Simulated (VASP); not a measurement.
# ZnS in VASP: further runs

Runs on ZnS. Level: PBE. Tasks: single point.

Everything below comes from runs of VASP 6.6.1. Logs are shortened: lines on timing, memory, paths and dates and some standing lists are left out, and cuts for length are marked.

### Step 1. The cell of the first run

The structure is trigonal, space group R-3m (No. 166). Conventional cell: a = 3.603 Å, b = 3.603 Å, c = 8.861 Å, α = 90.00°, β = 90.00°, γ = 120.00°. Within 3.4 Å of Zn (site symmetry -3m) lie 6 S at 2.55 Å. S (site symmetry -3m) has 6 Zn at 2.55 Å within 3.4 Å.

### Step 2. Single point, PBE

Input file INCAR:

```
SYSTEM = ZnS
ALGO     = Normal         ! electronic algorithm
EDIFF    = 1E-6           ! SCF threshold, eV
ENCUT    = 520            ! plane-wave cutoff, eV
GGA      = PE             ! functional
ISIF     = 2              ! what is computed and relaxed
ISMEAR   = 0              ! smearing method
LASPH    = .TRUE.         ! aspherical terms in the spheres
LCHARG   = .FALSE.        ! write CHGCAR
LREAL    = .FALSE.        ! projectors in reciprocal space
LWAVE    = .FALSE.        ! write WAVECAR
NBANDS   = 16             ! bands
NELM     = 100            ! most SCF steps
PREC     = Accurate       ! precision mode
SIGMA    = 0.1            ! smearing width, eV
```

Input file KPOINTS:

```
k-points
0
G
  6 6 6
  0 0 0
```

Input file POSCAR:

```
ZnS
1.0
    1.8014947393      1.0400934727      2.9537806287
   -1.8014947393      1.0400934727      2.9537806287
    0.0000000000     -2.0801869454      2.9537806287
Zn S
1 1
Direct
    0.0000000000      0.0000000000      0.0000000000
    0.5000000000      0.5000000000      0.5000000000
```

Potentials or basis: VASP PAW PBE potentials, release 64 (Zn, S).

Command:

```sh
cat potpaw_PBE.64/Zn/POTCAR potpaw_PBE.64/S/POTCAR > POTCAR
mpirun -np 1 vasp_std > vasp.out
```

OUTCAR:

```text
SYSTEM = ZnS
   EDIFF = 1E-6
   ENCUT = 520
   GGA = PE
   ISIF = 2
   ISMEAR = 0
   LASPH = .TRUE.
   LREAL = .FALSE.
   NELM = 100
   PREC = Accurate

 ion  position               nearest neighbor table
   1  0.000  0.000  0.000-   2 2.55   2 2.55   2 2.55   2 2.55   2 2.55   2 2.55
   2  0.500  0.500  0.500-   1 2.55   1 2.55   1 2.55   1 2.55   1 2.55   1 2.55

  LATTYP: Found a trigonal (rhomboedric) cell.
 ALAT       =     3.6127548672
 COS(alpha) =     0.5026993778

  Lattice vectors:

 A1 = (   1.8014947393,   1.0400934727,   2.9537806287)
 A2 = (  -1.8014947393,   1.0400934727,   2.9537806287)
 A3 = (   0.0000000000,  -2.0801869454,   2.9537806287)

Analysis of symmetry for initial positions (statically):
=====================================================================
 Subroutine PRICEL returns:
 Original cell was already a primitive cell.

 Routine SETGRP: Setting up the symmetry group for a
 trigonal (rhombohedral) supercell.

 Subroutine GETGRP returns: Found 12 space group operations
 (whereof 12 operations were pure point group operations)
 out of a pool of 12 trial point group operations.

The static configuration has the point symmetry D_3d.

Analysis of symmetry for dynamics (positions and initial velocities):
=====================================================================
 Subroutine PRICEL returns:
 Original cell was already a primitive cell.

 Routine SETGRP: Setting up the symmetry group for a
 trigonal (rhombohedral) supercell.

 Subroutine GETGRP returns: Found 12 space group operations
 (whereof 12 operations were pure point group operations)
 out of a pool of 12 trial point group operations.

The dynamic configuration has the point symmetry D_3d.

 Subroutine INISYM returns: Found 12 space group operations
 (whereof 12 operations are pure point group operations),
 and found     1 'primitive' translations

----------------------------------------------------------------------------------------

                                     Primitive cell

  volume of cell :      33.2074

  direct lattice vectors                    reciprocal lattice vectors
     1.801494739  1.040093473  2.953780629     0.277547300  0.160242008  0.112849726
    -1.801494739  1.040093473  2.953780629    -0.277547300  0.160242008  0.112849726
     0.000000000 -2.080186945  2.953780629     0.000000000 -0.320484016  0.112849726
[... 82 lines left out ...]
   ENCUT  =  520.0 eV  38.22 Ry    6.18 a.u.   6.72  6.72  6.72*2*pi/ulx,y,z
   NELM   =    100;   NELMIN=  2; NELMDL= -5     # of ELM steps
   EDIFF  = 0.1E-05   stopping-criterion for ELM
   LREAL  =      F    real-space projection
   EDIFFG = 0.1E-04   stopping-criterion for IOM
   NSW    =      0    number of steps for IOM
   IBRION =     -1    ionic relax: 0-MD 1-quasi-New 2-CG
   NFREE  =      0    steps in history (QN), initial steepest desc. (CG)
   ISIF   =      2    stress and relaxation
   ISYM   =      2    0-nonsym 1-usesym 2-fastsym
   POTIM  = 0.5000    time-step for ionic-motion
   TEBEG  =    0.0;   TEEND  =   0.0 temperature during run
   PSTRESS=    0.0 pullay stress
   NELECT =      18.0000    total number of electrons
   NUPDOWN=      -1.0000    fix difference up-down
   EMIN   =  10.00;   EMAX   =-10.00  energy-range for DOS
   EFERMI =   0.00;   METHOD = LEGACY
   ISMEAR =     0;   SIGMA  =   0.10  broadening in eV -4-tet -1-fermi 0-gaus
   EFERMI_NEDOS =   21; number of points for ismear=-14 and -15
   IALGO  =     38    algorithm
   IMIX   =      4    mixing-type and parameters
     AMIX     =   0.40;   BMIX     =  1.00
     AMIX_MAG =   1.60;   BMIX_MAG =  1.00
  volume/ion in A,a.u.               =      16.60       112.05
  Fermi-wavevector in a.u.,A,eV,Ry     =   1.334814  2.522432 24.241882  1.781728
  Thomas-Fermi vector in A             =   2.463566
   LORBIT       =      0    0 simple, 1 ext, 2 COOP (PROOUT), +10 PAW based schemes
   GGA     = PE    functional components
   LHFCALC =     F    Hartree Fock is set to
   AEXX    =    0.0000 exact exchange contribution
   IVDW    =     0    specifies the selected vdW correction
   LEPSILON=     F    determine dielectric tensor
   LRPA    =     F    only Hartree local field effects (RPA)
 non-spin polarized calculation
 Gauss-broadening in eV      SIGMA  =   0.10
  energy-cutoff  :      520.00
  volume of cell :       33.21
 maximum number of plane-waves:       911
   NGX = 13   NGY = 13   NGZ = 13

 number of electron      18.0000002 magnetization

 Free energy of the ion-electron system (eV)
  ---------------------------------------------------
  ext. energy  EPLUGINS =         0.00000000
  ---------------------------------------------------
  free energy    TOTEN  =        -6.21139897 eV

  energy without entropy =       -6.20869019  energy(sigma->0) =       -6.21004458

 E-fermi :   3.8475     XC(G=0): -10.7898

 val. band max:        3.8031464472   @ k =   0.3333   0.1667   0.1667
 cond. band min:       5.0095635241   @ k =   0.3333   0.3333   0.0000
 fundamental gap:      1.2064170768
 Fermi energy:         3.8474866674

 k-point     1 :       0.0000    0.0000    0.0000
  band No.  band energies     occupation
      1      -9.9637      2.00000
      2      -2.4461      2.00000
      3      -2.4461      2.00000
      4      -2.4330      2.00000
      5      -2.4308      2.00000
      6      -2.4308      2.00000
[... 433 lines left out ...]
      3      -2.5596      2.00000
      4      -2.4307      2.00000
      5      -2.2213      2.00000
      6      -1.9107      2.00000
[... 8 lines left out ...]
     15      18.8080      0.00000
     16      19.7609      0.00000

 [... further k-points ...]

------------------------ aborting loop because EDIFF is reached ----------------------------------------

  FORCE on cell =-STRESS in cart. coord.  units (eV):
  Direction    XX          YY          ZZ          XY          YZ          ZX
  --------------------------------------------------------------------------------------
  -------------------------------------------------------------------------------------
  Total        0.0847381      0.0847381      0.0058346      0.0000000     -0.0000000     -0.0000000
  in kB        4.0884104      4.0884104      0.2815040      0.0000000     -0.0000000     -0.0000000
  external PRESSURE =       2.8194416 kB  Pullay stress =       0.0000000 kB

 VOLUME and BASIS-vectors are now :
 -----------------------------------------------------------------------------
  energy-cutoff  :      520.00
  volume of cell :       33.21
      direct lattice vectors                 reciprocal lattice vectors
     1.801494739  1.040093473  2.953780629     0.277547300  0.160242008  0.112849726
    -1.801494739  1.040093473  2.953780629    -0.277547300  0.160242008  0.112849726
     0.000000000 -2.080186945  2.953780629     0.000000000 -0.320484016  0.112849726

 POSITION                                       TOTAL-FORCE (eV/Angst)
 -----------------------------------------------------------------------------------
      0.00000      0.00000      0.00000        -0.000000      0.000000     -0.000000
      0.00000      0.00000      4.43067         0.000000      0.000000      0.000000
 -----------------------------------------------------------------------------------
    total drift:                                0.000000      0.000000      0.000000

  FREE ENERGIE OF THE ION-ELECTRON SYSTEM (eV)
  ---------------------------------------------------
  free  energy   TOTEN  =        -6.2113989690 eV

  energy  without entropy=       -6.2086901865  energy(sigma->0) =       -6.21004458
```

OSZICAR:

```text
N       E                     dE             d eps       ncg     rms          rms(c)
DAV:   1     0.878865732254E+02    0.87887E+02   -0.89771E+03  1032   0.142E+03
DAV:   2    -0.139803416960E+01   -0.89285E+02   -0.83267E+02  1160   0.264E+02
DAV:   3    -0.664115718464E+01   -0.52431E+01   -0.52025E+01  1248   0.603E+01
DAV:   4    -0.669052762485E+01   -0.49370E-01   -0.49359E-01  1232   0.617E+00
DAV:   5    -0.669101468160E+01   -0.48706E-03   -0.48705E-03  1304   0.597E-01    0.686E+00
DAV:   6    -0.623875294456E+01    0.45226E+00   -0.77027E-01  1472   0.281E+01    0.535E+00
DAV:   7    -0.621405202127E+01    0.24701E-01   -0.17318E-01  1216   0.408E+00    0.272E+00
DAV:   8    -0.621144496594E+01    0.26071E-02   -0.52296E-03  1416   0.995E-01    0.547E-01
DAV:   9    -0.621134789739E+01    0.97069E-04   -0.12251E-03  1280   0.296E-01    0.588E-02
DAV:  10    -0.621140510898E+01   -0.57212E-04   -0.14363E-04  1272   0.893E-02    0.387E-02
DAV:  11    -0.621139919663E+01    0.59123E-05   -0.18542E-05  1448   0.424E-02    0.678E-03
DAV:  12    -0.621139896901E+01    0.22762E-06   -0.24756E-06  1176   0.109E-02
   1 F= -.62113990E+01 E0= -.62100446E+01  d E =-.270878E-02
```

Wall time 8.1 s (1 thread of Intel Xeon 6975P-C (Granite Rapids), shared host); peak memory 0.15 GiB.

Results:

| Property | Result |
| --- | --- |
| Free energy | -6.2114 eV |
| Pressure | 0.3 GPa |
| Band gap on the k mesh | zero (band 9 reaches 3.80 eV, above the bottom of band 10 at 3.52 eV) |

### Step 3. Single point, PBE

Input file INCAR:

```
PREC = Accurate
ENCUT = 520
EDIFF = 1E-6
ISMEAR = 0
SIGMA = 0.1
LREAL = False
LASPH = True
NELM = 100
ALGO = Normal
ISIF = 2
LWAVE = False
LCHARG = False
GGA = PE
NBANDS = 16
```

Input file KPOINTS:

```
regular mesh
0
Gamma
  18 18 18
```

Input file POSCAR:

```
ZnS
1.0
    0.0000000000      2.5517071306      2.5517071306
    2.5517071306      0.0000000000      2.5517071306
    2.5517071306      2.5517071306      0.0000000000
Zn S
1 1
Direct
    0.0000000000      0.0000000000      0.0000000000
    0.5000000000      0.5000000000      0.5000000000
```

Potentials or basis: VASP PAW PBE potentials, release 64 (Zn, S).

Command:

```sh
cat potpaw_PBE.64/Zn/POTCAR potpaw_PBE.64/S/POTCAR > POTCAR
mpirun -np 1 vasp_std > vasp.out
```

OUTCAR:

```text
PREC = Accurate
   ENCUT = 520
   EDIFF = 1E-6
   ISMEAR = 0
   LREAL = False
   LASPH = True
   NELM = 100
   ISIF = 2
   GGA = PE

 ion  position               nearest neighbor table
   1  0.000  0.000  0.000-   2 2.55   2 2.55   2 2.55   2 2.55   2 2.55   2 2.55
   2  0.500  0.500  0.500-   1 2.55   1 2.55   1 2.55   1 2.55   1 2.55   1 2.55

  LATTYP: Found a face centered cubic cell.
 ALAT       =     5.1034142612

  Lattice vectors:

 A1 = (   0.0000000000,   2.5517071306,   2.5517071306)
[... 642 lines left out ...]
------------------------ aborting loop because EDIFF is reached ----------------------------------------

  FORCE on cell =-STRESS in cart. coord.  units (eV):
  Direction    XX          YY          ZZ          XY          YZ          ZX
  --------------------------------------------------------------------------------------
  -------------------------------------------------------------------------------------
  Total        0.0350667      0.0350667      0.0350667     -0.0000000      0.0000000     -0.0000000
  in kB        1.6907630      1.6907630      1.6907630     -0.0000000      0.0000000     -0.0000000
  external PRESSURE =       1.6907630 kB  Pullay stress =       0.0000000 kB

 VOLUME and BASIS-vectors are now :
 -----------------------------------------------------------------------------
  energy-cutoff  :      520.00
  volume of cell :       33.23
      direct lattice vectors                 reciprocal lattice vectors
     0.000000000  2.551707131  2.551707131    -0.195947252  0.195947252  0.195947252
     2.551707131  0.000000000  2.551707131     0.195947252 -0.195947252  0.195947252
     2.551707131  2.551707131  0.000000000     0.195947252  0.195947252 -0.195947252

 POSITION                                       TOTAL-FORCE (eV/Angst)
 -----------------------------------------------------------------------------------
      0.00000      0.00000      0.00000         0.000000      0.000000     -0.000000
      2.55171      2.55171      2.55171        -0.000000     -0.000000      0.000000
 -----------------------------------------------------------------------------------
    total drift:                               -0.000000      0.000000      0.000000

  FREE ENERGIE OF THE ION-ELECTRON SYSTEM (eV)
  ---------------------------------------------------
  free  energy   TOTEN  =        -6.2153944651 eV

  energy  without entropy=       -6.2140973361  energy(sigma->0) =       -6.21474590
```

It took 40 s on 1 thread of Intel Xeon 6975P-C (Granite Rapids), shared host; peak memory 0.23 GiB.

What came out:

- Free energy: -6.2154 eV
- Pressure: 0.2 GPa
- Band gap on the k mesh: zero (band 9 reaches 3.81 eV, above the bottom of band 10 at 3.51 eV)

Levels at points of the mesh, in eV from the Fermi level:
| k point | band 5 | band 6 | band 7 | band 8 | band 9 | band 10 | band 11 | band 12 | band 13 | band 14 |
| --- | --- | --- | --- | --- | --- | --- | --- | --- | --- | --- |
| (0.00, 0.00, 0.00) | -6.28 | -6.28 | -0.62 | -0.62 | -0.62 | 1.75 | 9.03 | 9.03 | 9.03 | 11.49 |
| (0.50, 0.00, 0.00) | -6.12 | -6.12 | -5.36 | -0.13 | -0.13 | 3.83 | 5.56 | 5.56 | 7.33 | 13.30 |
| (0.50, 0.50, 0.00) | -6.07 | -5.67 | -5.19 | -2.52 | -2.52 | -0.33 | 5.42 | 11.70 | 12.24 | 12.24 |
